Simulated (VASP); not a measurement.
# PbI2 (P-3m1) in VASP: notebook

The runs below take PbI2 through electric field gradients, with PBE.

Program: VASP 6.6.1. These are calculated values, not measurements. Logs are shortened: lines on timing, memory, paths and dates and some standing lists are left out, and cuts for length are marked.

## (1) The cell of the first run

The structure is trigonal, space group P-3m1 (No. 164). Conventional cell: a = 4.555 Å, b = 4.555 Å, c = 6.977 Å, α = 90.00°, β = 90.00°, γ = 120.00°. Within 4.2 Å of Pb (site symmetry -3m) lie 6 I at 3.21 Å. Within 4.3 Å of I (site symmetry 3m) lie 3 Pb at 3.21 Å and 3 I at 4.20 Å.

## (2) Electric field gradients, PBE

The input, INCAR:

```
SYSTEM = PbI2
PREC     = Accurate       ! precision mode
ENCUT    = 400            ! plane-wave cutoff, eV
EDIFF    = 1E-8           ! SCF threshold, eV
ISMEAR   = -1             ! smearing method
SIGMA    = 0.02           ! smearing width, eV
LREAL    = .FALSE.        ! projectors in reciprocal space
LASPH    = .TRUE.         ! aspherical terms in the spheres
NELM     = 120            ! most SCF steps
ALGO     = Normal         ! electronic algorithm
ISIF     = 2              ! what is computed and relaxed
LWAVE    = .FALSE.        ! write WAVECAR
LCHARG   = .FALSE.        ! write CHGCAR
GGA      = PE             ! functional
LEFG     = .TRUE.       
NBANDS   = 21             ! bands
GGA_COMPAT= .FALSE.
```

The input, KPOINTS:

```
Automatic mesh
0
G
  8 8 5
  0 0 0
```

The input, POSCAR:

```
PbI2
1.0
    4.5550018558      0.0000000000      0.0000000000
   -2.2775009279      3.9447473214      0.0000000000
    0.0000000000      0.0000000000      6.9770000000
Pb I
1 2
Direct
    0.0000000000      0.0000000000      0.0000000000
    0.3333333333      0.6666666667      0.2650000000
    0.6666666667      0.3333333333      0.7350000000
```

Potentials or basis: VASP PAW PBE potentials, release 64 (Pb_d, I).

On the command line:

```bash
cat potpaw_PBE.64/Pb_d/POTCAR potpaw_PBE.64/I/POTCAR > POTCAR
mpirun -np 1 vasp_std > vasp.out
```

OUTCAR:

```text
SYSTEM = PbI2
   PREC = Accurate
   ENCUT = 400
   EDIFF = 1E-8
   ISMEAR = -1
   LREAL = .FALSE.
   LASPH = .TRUE.
   NELM = 120
   ISIF = 2
   GGA = PE

 ion  position               nearest neighbor table
   1  0.000  0.000  0.000-   2 3.21   3 3.21   2 3.21   3 3.21   3 3.21   2 3.21
   2  0.333  0.667  0.265-   1 3.21   1 3.21   1 3.21
   3  0.667  0.333  0.735-   1 3.21   1 3.21   1 3.21

  LATTYP: Found a hexagonal cell.
 ALAT       =     4.5550018558
 C/A-ratio  =     1.5317227568

  Lattice vectors:

 A1 = (   4.5550018558,   0.0000000000,   0.0000000000)
 A2 = (  -2.2775009279,   3.9447473214,   0.0000000000)
 A3 = (   0.0000000000,   0.0000000000,   6.9770000000)

Analysis of symmetry for initial positions (statically):
=====================================================================
 Subroutine PRICEL returns:
 Original cell was already a primitive cell.

 Routine SETGRP: Setting up the symmetry group for a
 hexagonal supercell.

 Subroutine GETGRP returns: Found 12 space group operations
 (whereof 12 operations were pure point group operations)
 out of a pool of 24 trial point group operations.

The static configuration has the point symmetry D_3d.

Analysis of symmetry for dynamics (positions and initial velocities):
=====================================================================
 Subroutine PRICEL returns:
 Original cell was already a primitive cell.

 Routine SETGRP: Setting up the symmetry group for a
 hexagonal supercell.

 Subroutine GETGRP returns: Found 12 space group operations
 (whereof 12 operations were pure point group operations)
 out of a pool of 24 trial point group operations.

The dynamic configuration has the point symmetry D_3d.

 Subroutine INISYM returns: Found 12 space group operations
 (whereof 12 operations are pure point group operations),
 and found     1 'primitive' translations

----------------------------------------------------------------------------------------

                                     Primitive cell

  volume of cell :     125.3650

  direct lattice vectors                    reciprocal lattice vectors
     4.555001856  0.000000000  0.000000000     0.219538879  0.126750831  0.000000000
    -2.277500928  3.944747321  0.000000000     0.000000000  0.253501661  0.000000000
     0.000000000  0.000000000  6.977000000     0.000000000  0.000000000  0.143328078

  length of vectors
     4.555001856  4.555001856  6.977000000     0.253501661  0.253501661  0.143328078

  position of ions in fractional coordinates (direct lattice)
     0.000000000  0.000000000  0.000000000
     0.333333333  0.666666667  0.265000000
     0.666666667  0.333333333  0.735000000

  ion indices of the primitive-cell ions
   primitive index   ion index
                 1           1
                 2           2
                 3           3

----------------------------------------------------------------------------------------

 KPOINTS: Automatic mesh

Automatic generation of k-mesh.
 Grid dimensions read from file:
 generate k-points for:    8    8    5

 Generating k-lattice:

  Cartesian coordinates                     Fractional coordinates (reciprocal lattice)
     0.027442360  0.015843854  0.000000000     0.125000000  0.000000000  0.000000000
     0.000000000  0.031687708  0.000000000     0.000000000  0.125000000  0.000000000
     0.000000000  0.000000000  0.028665616     0.000000000  0.000000000  0.200000000

  Length of vectors
     0.031687708  0.031687708  0.028665616

  Shift w.r.t. Gamma in fractional coordinates (k-lattice)
     0.000000000  0.000000000  0.000000000

 Subroutine IBZKPT returns following result:
 ===========================================

 Found     40 irreducible k-points:

 Following reciprocal coordinates:
            Coordinates               Weight
  0.000000  0.000000  0.000000      1.000000
  0.125000  0.000000  0.000000      6.000000
  0.250000  0.000000  0.000000      6.000000
  0.375000  0.000000  0.000000      6.000000
  0.500000  0.000000  0.000000      3.000000
  0.125000  0.125000  0.000000      6.000000
[... 16 lines left out ...]
 -0.125000  0.500000  0.200000     12.000000
  0.250000  0.250000  0.200000     12.000000
 [... further k-points ...]
   k-points           NKPTS =     40   k-points in BZ     NKDIM =     40   number of bands    NBANDS=     21
   number of dos      NEDOS =    301   number of ions     NIONS =      3
   total plane-waves  NPLWV =  43200
   dimension x,y,z NGX =    30 NGY =   30 NGZ =   48
   dimension x,y,z NGXF=    60 NGYF=   60 NGZF=   96
   ions per type =               1   2
   NGX,Y,Z   is equivalent  to a cutoff of  10.95, 10.95, 11.44 a.u.
   NGXF,Y,Z  is equivalent  to a cutoff of  21.90, 21.90, 22.87 a.u.
 SYSTEM =  PbI2
   PREC   = accura    normal or accurate (medium, high low for compatibility)
   ISTART =      0    job   : 0-new  1-cont  2-samecut
   ICHARG =      2    charge: 1-file 2-atom 10-const
   ISPIN  =      1    spin polarized calculation?
   LNONCOLLINEAR =      F non collinear calculations
   LSORBIT =      F    spin-orbit coupling
   LASPH  =      T    aspherical Exc in radial PAW
   ENCUT  =  400.0 eV  29.40 Ry    5.42 a.u.   7.43  7.43 11.38*2*pi/ulx,y,z
   NELM   =    120;   NELMIN=  2; NELMDL= -5     # of ELM steps
   EDIFF  = 0.1E-07   stopping-criterion for ELM
   LREAL  =      F    real-space projection
   EDIFFG = 0.1E-06   stopping-criterion for IOM
   NSW    =      0    number of steps for IOM
   IBRION =     -1    ionic relax: 0-MD 1-quasi-New 2-CG
   NFREE  =      0    steps in history (QN), initial steepest desc. (CG)
   ISIF   =      2    stress and relaxation
   ISYM   =      2    0-nonsym 1-usesym 2-fastsym
   POTIM  = 0.5000    time-step for ionic-motion
   TEBEG  =    0.0;   TEEND  =   0.0 temperature during run
   PSTRESS=    0.0 pullay stress
   NELECT =      28.0000    total number of electrons
   NUPDOWN=      -1.0000    fix difference up-down
   EMIN   =  10.00;   EMAX   =-10.00  energy-range for DOS
   EFERMI =   0.00;   METHOD = LEGACY
   ISMEAR =    -1;   SIGMA  =   0.02  broadening in eV -4-tet -1-fermi 0-gaus
   EFERMI_NEDOS =   21; number of points for ismear=-14 and -15
   IALGO  =     38    algorithm
   IMIX   =      4    mixing-type and parameters
     AMIX     =   0.40;   BMIX     =  1.00
     AMIX_MAG =   1.60;   BMIX_MAG =  1.00
  volume/ion in A,a.u.               =      41.79       282.00
  Fermi-wavevector in a.u.,A,eV,Ry     =   0.993273  1.877014 13.423392  0.986591
  Thomas-Fermi vector in A             =   2.125143
   LORBIT       =      0    0 simple, 1 ext, 2 COOP (PROOUT), +10 PAW based schemes
   GGA     = PE    functional components
   LHFCALC =     F    Hartree Fock is set to
   AEXX    =    0.0000 exact exchange contribution
   IVDW    =     0    specifies the selected vdW correction
   LEPSILON=     F    determine dielectric tensor
   LRPA    =     F    only Hartree local field effects (RPA)
 non-spin polarized calculation
  energy-cutoff  :      400.00
  volume of cell :      125.37
 maximum number of plane-waves:      2303
 NGX is ok and might be reduce to    30
   NGX = 15   NGY = 15   NGZ = 23

 number of electron      27.9999994 magnetization

 Free energy of the ion-electron system (eV)
  ---------------------------------------------------
  ext. energy  EPLUGINS =         0.00000000
  ---------------------------------------------------
  free energy    TOTEN  =        -8.55112391 eV

  energy without entropy =       -8.55112391  energy(sigma->0) =       -8.55112391

 E-fermi :   3.0610     XC(G=0):  -8.1290

 val. band max:        2.6364063644   @ k =   0.0000   0.0000   0.4000
 cond. band min:       4.9219806887   @ k =   0.0000   0.0000   0.4000
 fundamental gap:      2.2855743243
 Fermi energy:         3.0610224130

 k-point     1 :       0.0000    0.0000    0.0000
  band No.  band energies     occupation
      1     -13.4330      2.00000
      2     -13.4330      2.00000
      3     -13.4189      2.00000
      4     -13.4105      2.00000
      5     -13.4105      2.00000
      6      -9.5440      2.00000
[... 13 lines left out ...]
     20      10.5582      0.00000
     21      10.5721      0.00000
[... 529 lines left out ...]
 k-point    24 :       0.2500    0.2500    0.2000
  band No.  band energies     occupation
      1     -13.4626      2.00000
      2     -13.4386      2.00000
      3     -13.4119      2.00000
      4     -13.4091      2.00000
      5     -13.4007      2.00000
      6      -8.8879      2.00000
[... 13 lines left out ...]
     20      10.7985      0.00000
     21      11.4572      0.00000

 [... further k-points ...]
[... 5 lines left out ...]
  --------------------------------------------------------------------------------------
  -------------------------------------------------------------------------------------
  Total        1.3925700      1.3925700      1.4535345      0.0000000     -0.0000000      0.0000000
  in kB       17.7971775     17.7971775     18.5763104      0.0000000     -0.0000000      0.0000000
  external PRESSURE =      18.0568885 kB  Pullay stress =       0.0000000 kB

 VOLUME and BASIS-vectors are now :
 -----------------------------------------------------------------------------
  energy-cutoff  :      400.00
  volume of cell :      125.37
      direct lattice vectors                 reciprocal lattice vectors
     4.555001856  0.000000000  0.000000000     0.219538879  0.126750831  0.000000000
    -2.277500928  3.944747321  0.000000000     0.000000000  0.253501661  0.000000000
     0.000000000  0.000000000  6.977000000     0.000000000  0.000000000  0.143328078

 POSITION                                       TOTAL-FORCE (eV/Angst)
 -----------------------------------------------------------------------------------
      0.00000      0.00000      0.00000        -0.000000      0.000000      0.000000
     -0.00000      2.62983      1.84891        -0.000000      0.000000      0.171642
      2.27750      1.31492      5.12809         0.000000     -0.000000     -0.171642
 -----------------------------------------------------------------------------------
    total drift:                                0.000000     -0.000000     -0.000000

  FREE ENERGIE OF THE ION-ELECTRON SYSTEM (eV)
  ---------------------------------------------------
  free  energy   TOTEN  =        -8.5511239061 eV

  energy  without entropy=       -8.5511239061  energy(sigma->0) =       -8.55112391

 Electric field gradients (V/A^2)
---------------------------------------------------------------------
 ion       V_xx      V_yy      V_zz      V_xy      V_xz      V_yz
---------------------------------------------------------------------
   1      -8.717    -8.715    17.432     0.001    -0.000     0.000
   2      -2.441    -2.442     4.883    -0.001     0.000    -0.000
   3      -2.441    -2.442     4.883    -0.001     0.000    -0.000
---------------------------------------------------------------------

 Electric field gradients after diagonalization (V/A^2)
 (convention: |V_zz| > |V_xx| > |V_yy|)
----------------------------------------------------------------------
 ion       V_xx      V_yy      V_zz     asymmetry (V_yy - V_xx)/ V_zz
----------------------------------------------------------------------
   1      -8.717    -8.715    17.432       0.000
   2      -2.442    -2.441     4.883       0.000
   3      -2.442    -2.441     4.883       0.000
----------------------------------------------------------------------

           NMR quadrupolar parameters

 Cq : quadrupolar parameter    Cq=e*Q*V_zz/h
 eta: asymmetry parameters     (V_yy - V_xx)/ V_zz
 Q  : nuclear electric quadrupole moment in mb (millibarn)
----------------------------------------------------------------------
 ion       Cq(MHz)       eta       Q (mb)
----------------------------------------------------------------------
   1       0.042       0.000       1.000
   2       0.012       0.000       1.000
   3       0.012       0.000       1.000
----------------------------------------------------------------------
```

It took 52 s on 1 thread of Intel Xeon Platinum 8488C (Sapphire Rapids), shared host; peak memory 0.23 GiB.

Results:

```yaml
Free_energy: -8.5511 eV
Pressure: 1.8 GPa
Largest_force: 0.172 eV/Å
Band_gap_on_the_k_mesh: 2.29 eV
Largest_electric_field_gradient_by_atom: Pb +17.4; I +4.9 V/Å²
```

Forces in eV/Å, atoms in the order of the input:
```
Pb   0.000  0.000  0.000
I    0.000  0.000  0.172
I    0.000  0.000 -0.172
```

Electric field gradients, principal values (V/Å²):
| atom | least | middle | greatest (by size) |
| --- | --- | --- | --- |
| 1 Pb | -8.715 | -8.717 | 17.432 |
| 2 I | -2.441 | -2.442 | 4.883 |
| 3 I | -2.441 | -2.442 | 4.883 |

Caveat: without QUAD_EFG the Cq values of the log hold for a quadrupole moment of 1 mb, not for the nuclei; spin-orbit coupling is left out, which moves the levels of the heavy elements; this functional lacks dispersion, which binds layers or chains, so the pressure and a relaxed spacing across them are unreliable. As with any semilocal functional, this PBE gap is likely too small.

## (3) Electric field gradients, PBE

The input, INCAR:

```
  PREC = Accurate
  ENCUT = 400
  EDIFF = 1E-8
  ISMEAR = -1
  SIGMA = 0.02
  LREAL = F
  LASPH = T
  NELM = 120
  ALGO = Normal
  ISIF = 2
  LWAVE = F
  LCHARG = F
  GGA = PE
  LEFG = T
  NBANDS = 21
  GGA_COMPAT = F
```

The input, KPOINTS:

```
regular mesh
0
Gamma
  8 8 5
```

POSCAR is that of step 2.

Potentials or basis: VASP PAW PBE potentials, release 64 (Pb_d, I).

On the command line:

```bash
cat potpaw_PBE.64/Pb_d/POTCAR potpaw_PBE.64/I/POTCAR > POTCAR
mpirun -np 1 vasp_std > vasp.out
```

OUTCAR:

```text
PREC = Accurate
   ENCUT = 400
   EDIFF = 1E-8
   ISMEAR = -1
   LREAL = F
   LASPH = T
   NELM = 120
   ISIF = 2
   GGA = PE

 ion  position               nearest neighbor table
   1  0.000  0.000  0.000-   2 3.21   3 3.21   2 3.21   3 3.21   3 3.21   2 3.21
   2  0.333  0.667  0.265-   1 3.21   1 3.21   1 3.21
   3  0.667  0.333  0.735-   1 3.21   1 3.21   1 3.21

  LATTYP: Found a hexagonal cell.
 ALAT       =     4.5550018558
 C/A-ratio  =     1.5317227568

  Lattice vectors:

 A1 = (   4.5550018558,   0.0000000000,   0.0000000000)
 A2 = (  -2.2775009279,   3.9447473214,   0.0000000000)
 A3 = (   0.0000000000,   0.0000000000,   6.9770000000)

Analysis of symmetry for initial positions (statically):
=====================================================================
 Subroutine PRICEL returns:
 Original cell was already a primitive cell.

 Routine SETGRP: Setting up the symmetry group for a
 hexagonal supercell.

[... 771 lines left out ...]

 POSITION                                       TOTAL-FORCE (eV/Angst)
 -----------------------------------------------------------------------------------
      0.00000      0.00000      0.00000        -0.000000      0.000000      0.000000
     -0.00000      2.62983      1.84891        -0.000000      0.000000      0.171642
      2.27750      1.31492      5.12809         0.000000     -0.000000     -0.171642
 -----------------------------------------------------------------------------------
    total drift:                                0.000000     -0.000000     -0.000000

  FREE ENERGIE OF THE ION-ELECTRON SYSTEM (eV)
  ---------------------------------------------------
  free  energy   TOTEN  =        -8.5511239061 eV

  energy  without entropy=       -8.5511239061  energy(sigma->0) =       -8.55112391

 Electric field gradients (V/A^2)
---------------------------------------------------------------------
 ion       V_xx      V_yy      V_zz      V_xy      V_xz      V_yz
---------------------------------------------------------------------
   1      -8.717    -8.715    17.432     0.001    -0.000     0.000
   2      -2.441    -2.442     4.883    -0.001     0.000    -0.000
   3      -2.441    -2.442     4.883    -0.001     0.000    -0.000
---------------------------------------------------------------------

 Electric field gradients after diagonalization (V/A^2)
 (convention: |V_zz| > |V_xx| > |V_yy|)
----------------------------------------------------------------------
 ion       V_xx      V_yy      V_zz     asymmetry (V_yy - V_xx)/ V_zz
----------------------------------------------------------------------
   1      -8.717    -8.715    17.432       0.000
   2      -2.442    -2.441     4.883       0.000
   3      -2.442    -2.441     4.883       0.000
----------------------------------------------------------------------

           NMR quadrupolar parameters

 Cq : quadrupolar parameter    Cq=e*Q*V_zz/h
 eta: asymmetry parameters     (V_yy - V_xx)/ V_zz
 Q  : nuclear electric quadrupole moment in mb (millibarn)
----------------------------------------------------------------------
 ion       Cq(MHz)       eta       Q (mb)
----------------------------------------------------------------------
   1       0.042       0.000       1.000
   2       0.012       0.000       1.000
   3       0.012       0.000       1.000
----------------------------------------------------------------------
```

OSZICAR:

```text
N       E                     dE             d eps       ncg     rms          rms(c)
DAV:   1     0.212022056281E+03    0.21202E+03   -0.10131E+04  1680   0.959E+02
DAV:   2     0.107517739497E+02   -0.20127E+03   -0.19307E+03  1816   0.269E+02
DAV:   3    -0.801322075596E+01   -0.18765E+02   -0.18560E+02  2134   0.936E+01
DAV:   4    -0.870292119955E+01   -0.68970E+00   -0.68899E+00  2276   0.217E+01
DAV:   5    -0.872168240465E+01   -0.18761E-01   -0.18760E-01  2320   0.293E+00    0.364E+00
DAV:   6    -0.855192730907E+01    0.16976E+00   -0.40505E-01  2247   0.413E+00    0.244E+00
DAV:   7    -0.854875897557E+01    0.31683E-02   -0.16778E-01  2235   0.192E+00    0.110E+00
DAV:   8    -0.855087826223E+01   -0.21193E-02   -0.21230E-02  1895   0.127E+00    0.215E-01
DAV:   9    -0.855096896242E+01   -0.90700E-04   -0.23729E-03  2014   0.378E-01    0.997E-02
DAV:  10    -0.855110330108E+01   -0.13434E-03   -0.33063E-04  1960   0.132E-01    0.268E-02
DAV:  11    -0.855112322467E+01   -0.19924E-04   -0.45838E-05  2154   0.373E-02    0.139E-02
DAV:  12    -0.855112375701E+01   -0.53234E-06   -0.82773E-06  1948   0.164E-02    0.354E-03
DAV:  13    -0.855112384017E+01   -0.83155E-07   -0.79991E-07  2062   0.443E-03    0.264E-03
DAV:  14    -0.855112385949E+01   -0.19327E-07   -0.13102E-07  1905   0.222E-03    0.739E-04
DAV:  15    -0.855112391205E+01   -0.52554E-07   -0.20521E-08  1668   0.733E-04    0.189E-04
DAV:  16    -0.855112390608E+01    0.59658E-08   -0.31549E-09  1298   0.360E-04
   1 F= -.85511239E+01 E0= -.85511239E+01  d E =-.558216E-11
```

Wall time 60 s (1 thread of Intel Xeon Platinum 8488C (Sapphire Rapids), shared host); peak memory 0.23 GiB.

Results:

| Property | Result |
| --- | --- |
| Free energy | -8.5511 eV |
| Pressure | 1.8 GPa |
| Largest force | 0.172 eV/Å |
| Band gap on the k mesh | 2.29 eV |
| Largest electric field gradient by atom | Pb +17.4; I +4.9 V/Å² |

Forces on the atoms (eV/Å):
```
Pb   0.000  0.000  0.000
I    0.000  0.000  0.172
I    0.000  0.000 -0.172
```

Electric field gradients, principal values (V/Å²):
```
atom   least  middle  greatest (by size)
1 Pb  -8.715  -8.717              17.432
 2 I  -2.441  -2.442               4.883
 3 I  -2.441  -2.442               4.883
```

Caveat: without QUAD_EFG the Cq values of the log hold for a quadrupole moment of 1 mb, not for the nuclei; spin-orbit coupling is left out, which moves the levels of the heavy elements; this functional lacks dispersion, which binds layers or chains, so the pressure and a relaxed spacing across them are unreliable.
